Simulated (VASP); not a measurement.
# TiTe2 (P-3m1) in VASP: a series of runs, part 2 of 2

VASP 6.6.1.

**3. Single point, LDA (volume scaled by 1.04)**

The input, INCAR:

```
SYSTEM = TiTe2
ALGO = Normal
EDIFF = 1E-7
ENCUT = 520
ISIF = 2
ISMEAR = -1
LASPH = .True.
LCHARG = .False.
LREAL = .False.
LWAVE = .False.
NBANDS = 19
NELM = 100
PREC = Accurate
SIGMA = 0.05
```

The input, KPOINTS:

```
k-points
0
Gamma
  8 8 4
  0 0 0
```

The input, POSCAR:

```
TiTe2
1.0
    3.8267030682      0.0000000000      0.0000000000
   -1.9133515341      3.3140220698      0.0000000000
    0.0000000000      0.0000000000      6.5835098060
Te Ti
2 1
Direct
    0.3333333333      0.6666666667      0.7372000000
    0.6666666667      0.3333333333      0.2628000000
    0.0000000000      0.0000000000      0.0000000000
```

Potentials or basis: VASP PAW LDA potentials, release 64 (Te, Ti_sv).

The run is started by

```
$ cat potpaw_LDA.64/Te/POTCAR potpaw_LDA.64/Ti_sv/POTCAR > POTCAR
$ mpirun -np 1 vasp_std > vasp.out
```

OUTCAR:

```text
SYSTEM = TiTe2
   EDIFF = 1E-7
   ENCUT = 520
   ISIF = 2
   ISMEAR = -1
   LASPH = .True.
   LREAL = .False.
   NELM = 100
   PREC = Accurate

 ion  position               nearest neighbor table
   1  0.333  0.667  0.737-   3 2.81   3 2.81   3 2.81
   2  0.667  0.333  0.263-   3 2.81   3 2.81   3 2.81
   3  0.000  0.000  0.000-   1 2.81   2 2.81   1 2.81   2 2.81   2 2.81   1 2.81

  LATTYP: Found a hexagonal cell.
 ALAT       =     3.8267030682
 C/A-ratio  =     1.7204130262

  Lattice vectors:

 A1 = (   3.8267030682,   0.0000000000,   0.0000000000)
 A2 = (  -1.9133515341,   3.3140220698,   0.0000000000)
 A3 = (   0.0000000000,   0.0000000000,   6.5835098060)

Analysis of symmetry for initial positions (statically):
=====================================================================
 Subroutine PRICEL returns:
 Original cell was already a primitive cell.

 Routine SETGRP: Setting up the symmetry group for a
 hexagonal supercell.

 Subroutine GETGRP returns: Found 12 space group operations
 (whereof 12 operations were pure point group operations)
 out of a pool of 24 trial point group operations.

The static configuration has the point symmetry D_3d.

Analysis of symmetry for dynamics (positions and initial velocities):
=====================================================================
 Subroutine PRICEL returns:
 Original cell was already a primitive cell.

 Routine SETGRP: Setting up the symmetry group for a
 hexagonal supercell.

 Subroutine GETGRP returns: Found 12 space group operations
 (whereof 12 operations were pure point group operations)
 out of a pool of 24 trial point group operations.

The dynamic configuration has the point symmetry D_3d.

 Subroutine INISYM returns: Found 12 space group operations
 (whereof 12 operations are pure point group operations),
 and found     1 'primitive' translations

[... 107 lines left out ...]
   NELECT =      24.0000    total number of electrons
   NUPDOWN=      -1.0000    fix difference up-down
   EMIN   =  10.00;   EMAX   =-10.00  energy-range for DOS
   EFERMI =   0.00;   METHOD = LEGACY
   ISMEAR =    -1;   SIGMA  =   0.05  broadening in eV -4-tet -1-fermi 0-gaus
   EFERMI_NEDOS =   21; number of points for ismear=-14 and -15
   IALGO  =     38    algorithm
   IMIX   =      4    mixing-type and parameters
     AMIX     =   0.40;   BMIX     =  1.00
     AMIX_MAG =   1.60;   BMIX_MAG =  1.00
  volume/ion in A,a.u.               =      27.83       187.81
  Fermi-wavevector in a.u.,A,eV,Ry     =   1.080437  2.041729 15.882675  1.167344
  Thomas-Fermi vector in A             =   2.216428
   LORBIT       =      0    0 simple, 1 ext, 2 COOP (PROOUT), +10 PAW based schemes
   GGA     = CA    functional components
   LHFCALC =     F    Hartree Fock is set to
   AEXX    =    0.0000 exact exchange contribution
   IVDW    =     0    specifies the selected vdW correction
   LEPSILON=     F    determine dielectric tensor
   LRPA    =     F    only Hartree local field effects (RPA)
 non-spin polarized calculation
  energy-cutoff  :      520.00
  volume of cell :       83.49
 maximum number of plane-waves:      2273
   NGX = 15   NGY = 15   NGZ = 25

 number of electron      23.9999995 magnetization

 Free energy of the ion-electron system (eV)
  ---------------------------------------------------
  ext. energy  EPLUGINS =         0.00000000
  ---------------------------------------------------
  free energy    TOTEN  =       -18.17928107 eV

  energy without entropy =      -18.16703975  energy(sigma->0) =      -18.17316041

 E-fermi :   6.1568     XC(G=0):  -9.9222

 val. band max:        6.1353496032   @ k =   0.1250  -0.0000   0.2500
 cond. band min:       6.1835117827   @ k =   0.5000  -0.0000   0.0000
 fundamental gap:      0.0481621794
 Fermi energy:         6.1567937424

 k-point     1 :       0.0000    0.0000    0.0000
  band No.  band energies     occupation
      1     -50.6689      2.00000
      2     -27.3015      2.00000
      3     -27.3015      2.00000
      4     -27.2636      2.00000
      5      -6.0064      2.00000
      6      -4.6269      2.00000
[... 505 lines left out ...]
      6      -4.1505      2.00000
[... 11 lines left out ...]
     18      11.3367      0.00000
     19      12.0465      0.00000

 [... further k-points ...]
[... 5 lines left out ...]
  --------------------------------------------------------------------------------------
  -------------------------------------------------------------------------------------
  Total       -3.1557827     -3.1557827     -3.1496190      0.0000000      0.0000000      0.0000000
  in kB      -60.5591851    -60.5591851    -60.4409047      0.0000000      0.0000000      0.0000000
  external PRESSURE =     -60.5197583 kB  Pullay stress =       0.0000000 kB

 VOLUME and BASIS-vectors are now :
 -----------------------------------------------------------------------------
  energy-cutoff  :      520.00
  volume of cell :       83.49
      direct lattice vectors                 reciprocal lattice vectors
     3.826703068  0.000000000  0.000000000     0.261321556  0.150874071  0.000000000
    -1.913351534  3.314022070  0.000000000     0.000000000  0.301748141  0.000000000
     0.000000000  0.000000000  6.583509806     0.000000000  0.000000000  0.151894662

 POSITION                                       TOTAL-FORCE (eV/Angst)
 -----------------------------------------------------------------------------------
     -0.00000      2.20935      4.85336         0.000000      0.000000      0.578295
      1.91335      1.10467      1.73015        -0.000000      0.000000     -0.578295
      0.00000      0.00000      0.00000         0.000000      0.000000      0.000000
 -----------------------------------------------------------------------------------
    total drift:                                0.000000     -0.000000      0.000000

  FREE ENERGIE OF THE ION-ELECTRON SYSTEM (eV)
  ---------------------------------------------------
  free  energy   TOTEN  =       -18.1792810744 eV

  energy  without entropy=      -18.1670397501  energy(sigma->0) =      -18.17316041
```

stdout:

```text
POSCAR found type information on POSCAR TeTi
 POSCAR found :  2 types and       3 ions
 scaLAPACK will be used
 LDA part: xc-table for (Slater(with rela. corr.)+CA(PZ))
 , standard interpolation
 POSCAR, INCAR and KPOINTS ok, starting setup
 FFT: planning ... GRIDC
 FFT: planning ... GRID_SOFT
 FFT: planning ... GRID
 WAVECAR not read
 entering main loop
```

Run time: 77 s. Hardware: 1 thread of Intel Xeon Platinum 8259CL at 2.50GHz (Skylake/Cascade Lake), shared host; peak memory 0.19 GiB.

What came out:

```
Free energy            : -18.1793 eV
Pressure               : -6.1 GPa
Largest force          : 0.578 eV/Å
Band gap on the k mesh : zero (band 12 reaches 6.54 eV, above the bottom of band 13 at 5.93 eV)
```

Forces in eV/Å, atoms in the order of the input:
```
Te   0.000  0.000  0.578
Te   0.000  0.000 -0.578
Ti   0.000  0.000  0.000
```

Caveat: spin-orbit coupling is left out, which moves the levels of the heavy elements.

**4. Single point, LDA (volume scaled by 1.06)**

The input, INCAR:

```
SYSTEM = TiTe2
ALGO = Normal ; EDIFF = 1E-6
ENCUT = 520 ; ISIF = 2
ISMEAR = -1 ; LASPH = .True.
LCHARG = .True. ; LELF = .True.
LREAL = .False. ; LVHAR = .True.
LWAVE = .False. ; NBANDS = 19
NELM = 100 ; PREC = Accurate
SIGMA = 0.05
```

KPOINTS is that of step 3.

The input, POSCAR:

```
TiTe2
1.0
    3.8510776303      0.0000000000      0.0000000000
   -1.9255388151      3.3351310598      0.0000000000
    0.0000000000      0.0000000000      6.6254441201
Te Ti
2 1
Direct
    0.3333333333      0.6666666667      0.7372000000
    0.6666666667      0.3333333333      0.2628000000
    0.0000000000      0.0000000000      0.0000000000
```

Potentials or basis: VASP PAW LDA potentials, release 64 (Te, Ti_sv).

The run is started by

```
$ cat potpaw_LDA.64/Te/POTCAR potpaw_LDA.64/Ti_sv/POTCAR > POTCAR
$ mpirun -np 1 vasp_std > vasp.out
```

OUTCAR:

```text
SYSTEM = TiTe2
   EDIFF = 1E-6
   ENCUT = 520
   ISIF = 2
   ISMEAR = -1
   LASPH = .True.
   LREAL = .False.
   NELM = 100
   PREC = Accurate

 ion  position               nearest neighbor table
   1  0.333  0.667  0.737-   3 2.82   3 2.82   3 2.82
   2  0.667  0.333  0.263-   3 2.82   3 2.82   3 2.82
   3  0.000  0.000  0.000-   1 2.82   2 2.82   1 2.82   2 2.82   2 2.82   1 2.82

  LATTYP: Found a hexagonal cell.
 ALAT       =     3.8510776303
 C/A-ratio  =     1.7204130262

  Lattice vectors:

 A1 = (   3.8510776303,   0.0000000000,   0.0000000000)
 A2 = (  -1.9255388151,   3.3351310598,   0.0000000000)
 A3 = (   0.0000000000,   0.0000000000,   6.6254441201)

Analysis of symmetry for initial positions (statically):
=====================================================================
 Subroutine PRICEL returns:
 Original cell was already a primitive cell.

 Routine SETGRP: Setting up the symmetry group for a
 hexagonal supercell.

 Subroutine GETGRP returns: Found 12 space group operations
 (whereof 12 operations were pure point group operations)
 out of a pool of 24 trial point group operations.

The static configuration has the point symmetry D_3d.

Analysis of symmetry for dynamics (positions and initial velocities):
=====================================================================
 Subroutine PRICEL returns:
 Original cell was already a primitive cell.

 Routine SETGRP: Setting up the symmetry group for a
 hexagonal supercell.

 Subroutine GETGRP returns: Found 12 space group operations
 (whereof 12 operations were pure point group operations)
 out of a pool of 24 trial point group operations.

The dynamic configuration has the point symmetry D_3d.

 Subroutine INISYM returns: Found 12 space group operations
 (whereof 12 operations are pure point group operations),
 and found     1 'primitive' translations

[... 108 lines left out ...]
   NUPDOWN=      -1.0000    fix difference up-down
   EMIN   =  10.00;   EMAX   =-10.00  energy-range for DOS
   EFERMI =   0.00;   METHOD = LEGACY
   ISMEAR =    -1;   SIGMA  =   0.05  broadening in eV -4-tet -1-fermi 0-gaus
   EFERMI_NEDOS =   21; number of points for ismear=-14 and -15
   IALGO  =     38    algorithm
   IMIX   =      4    mixing-type and parameters
     AMIX     =   0.40;   BMIX     =  1.00
     AMIX_MAG =   1.60;   BMIX_MAG =  1.00
  volume/ion in A,a.u.               =      28.37       191.42
  Fermi-wavevector in a.u.,A,eV,Ry     =   1.073598  2.028807 15.682259  1.152614
  Thomas-Fermi vector in A             =   2.209402
   LORBIT       =      0    0 simple, 1 ext, 2 COOP (PROOUT), +10 PAW based schemes
   GGA     = CA    functional components
   LHFCALC =     F    Hartree Fock is set to
   AEXX    =    0.0000 exact exchange contribution
   IVDW    =     0    specifies the selected vdW correction
   LEPSILON=     F    determine dielectric tensor
   LRPA    =     F    only Hartree local field effects (RPA)
 non-spin polarized calculation
  energy-cutoff  :      520.00
  volume of cell :       85.10
 maximum number of plane-waves:      2312
 NGX is ok and might be reduce to    30
   NGX = 15   NGY = 15   NGZ = 25

 number of electron      23.9999994 magnetization

 Free energy of the ion-electron system (eV)
  ---------------------------------------------------
  ext. energy  EPLUGINS =         0.00000000
  ---------------------------------------------------
  free energy    TOTEN  =       -18.11443643 eV

  energy without entropy =      -18.10204887  energy(sigma->0) =      -18.10824265

 E-fermi :   5.9407     XC(G=0):  -9.8398

 val. band max:        5.9152425849   @ k =   0.1250  -0.0000   0.2500
 cond. band min:       5.9669180411   @ k =   0.5000  -0.0000   0.0000
 fundamental gap:      0.0516754563
 Fermi energy:         5.9406519264

 k-point     1 :       0.0000    0.0000    0.0000
  band No.  band energies     occupation
      1     -50.9294      2.00000
      2     -27.5584      2.00000
      3     -27.5584      2.00000
      4     -27.5172      2.00000
      5      -6.1224      2.00000
      6      -4.7964      2.00000
[... 505 lines left out ...]
      6      -4.3357      2.00000
[... 11 lines left out ...]
     18      11.0826      0.00000
     19      11.7635      0.00000

 [... further k-points ...]
[... 5 lines left out ...]
  --------------------------------------------------------------------------------------
  -------------------------------------------------------------------------------------
  Total       -3.6592965     -3.6592965     -3.7106786     -0.0000000      0.0000000      0.0000000
  in kB      -68.8966354    -68.8966354    -69.8640478     -0.0000000      0.0000000      0.0000000
  external PRESSURE =     -69.2191062 kB  Pullay stress =       0.0000000 kB

 VOLUME and BASIS-vectors are now :
 -----------------------------------------------------------------------------
  energy-cutoff  :      520.00
  volume of cell :       85.10
      direct lattice vectors                 reciprocal lattice vectors
     3.851077630  0.000000000  0.000000000     0.259667578  0.149919146  0.000000000
    -1.925538815  3.335131060  0.000000000     0.000000000  0.299838292  0.000000000
     0.000000000  0.000000000  6.625444120     0.000000000  0.000000000  0.150933278

 POSITION                                       TOTAL-FORCE (eV/Angst)
 -----------------------------------------------------------------------------------
     -0.00000      2.22342      4.88428         0.000000      0.000000      0.711985
      1.92554      1.11171      1.74117        -0.000000      0.000000     -0.711985
      0.00000      0.00000      0.00000         0.000000      0.000000      0.000000
 -----------------------------------------------------------------------------------
    total drift:                               -0.000000      0.000000      0.000000

  FREE ENERGIE OF THE ION-ELECTRON SYSTEM (eV)
  ---------------------------------------------------
  free  energy   TOTEN  =       -18.1144364264 eV

  energy  without entropy=      -18.1020488651  energy(sigma->0) =      -18.10824265
```

OSZICAR:

```text
N       E                     dE             d eps       ncg     rms          rms(c)
DAV:   1     0.172998467121E+03    0.17300E+03   -0.10622E+04  1330   0.116E+03
DAV:   2    -0.395359691848E+01   -0.17695E+03   -0.17215E+03  1395   0.291E+02
DAV:   3    -0.201740959614E+02   -0.16220E+02   -0.15825E+02  2110   0.805E+01
DAV:   4    -0.207440208594E+02   -0.56992E+00   -0.56742E+00  1684   0.144E+01
DAV:   5    -0.207665012517E+02   -0.22480E-01   -0.22469E-01  1987   0.274E+00    0.118E+01
DAV:   6    -0.214234352675E+02   -0.65693E+00   -0.47985E+01  1484   0.389E+01    0.177E+01
DAV:   7    -0.185255735248E+02    0.28979E+01   -0.47175E+01  1683   0.367E+01    0.607E+00
DAV:   8    -0.181535545174E+02    0.37202E+00   -0.15917E+00  1566   0.782E+00    0.224E+00
DAV:   9    -0.181662999559E+02   -0.12745E-01   -0.91687E-01  1759   0.551E+00    0.229E+00
DAV:  10    -0.181274523449E+02    0.38848E-01   -0.72400E-01  1606   0.539E+00    0.107E+00
DAV:  11    -0.181145418948E+02    0.12910E-01   -0.90062E-02  1558   0.189E+00    0.460E-01
DAV:  12    -0.181146326333E+02   -0.90739E-04   -0.43858E-03  1583   0.457E-01    0.307E-01
DAV:  13    -0.181144676400E+02    0.16499E-03   -0.42326E-04  1716   0.134E-01    0.117E-01
DAV:  14    -0.181144582016E+02    0.94384E-05   -0.25092E-05  1534   0.312E-02    0.594E-02
DAV:  15    -0.181144470782E+02    0.11123E-04   -0.12046E-05  1649   0.231E-02    0.499E-02
DAV:  16    -0.181144363116E+02    0.10767E-04   -0.60290E-05  1651   0.467E-02    0.772E-03
DAV:  17    -0.181144364264E+02   -0.11476E-06   -0.12419E-06  1118   0.948E-03
   1 F= -.18114436E+02 E0= -.18108243E+02  d E =-.123876E-01
```

stdout:

```text
POSCAR found type information on POSCAR TeTi
 POSCAR found :  2 types and       3 ions
 scaLAPACK will be used
 LDA part: xc-table for (Slater(with rela. corr.)+CA(PZ))
 , standard interpolation
 POSCAR, INCAR and KPOINTS ok, starting setup
 FFT: planning ... GRIDC
 FFT: planning ... GRID_SOFT
 FFT: planning ... GRID
 WAVECAR not read
 entering main loop
```

It took 1.7 min on 1 thread of Intel Xeon Platinum 8259CL at 2.50GHz (Skylake/Cascade Lake), shared host; peak memory 0.2 GiB.

What came out:

| Property | Result |
| --- | --- |
| Free energy | -18.1144 eV |
| Pressure | -6.9 GPa |
| Largest force | 0.712 eV/Å |
| Band gap on the k mesh | zero (band 12 reaches 6.31 eV, above the bottom of band 13 at 5.73 eV) |

Forces in eV/Å, atoms in the order of the input:
```
Te   0.000  0.000  0.712
Te   0.000  0.000 -0.712
Ti   0.000  0.000  0.000
```

Caveat: spin-orbit coupling is left out, which moves the levels of the heavy elements.

**5. Overview**

```tsv
cell	gap on the mesh (eV)	pressure (GPa)	largest force (eV/Å)
a = 3.802, b = 3.802, c = 6.541 Å, angles 90.0, 90.0, 120.0°, 3 atoms	none	-5.1	0.43
a = 3.827, b = 3.827, c = 6.584 Å, angles 90.0, 90.0, 120.0°, 3 atoms	none	-6.1	0.58
a = 3.851, b = 3.851, c = 6.625 Å, angles 90.0, 90.0, 120.0°, 3 atoms	none	-6.9	0.71
```

Alike in all rows: task single point; level LDA; potentials or basis VASP PAW LDA potentials, release 64 (Te, Ti_sv); no spin polarisation; k mesh 8 × 8 × 4; cutoff (eV) 520; smearing fermi-dirac 0.05 eV.

Caveats: spin-orbit coupling is left out, which moves the levels of the heavy elements.

Total energies depend on the potentials used, so only differences within one code and one set of settings carry meaning.
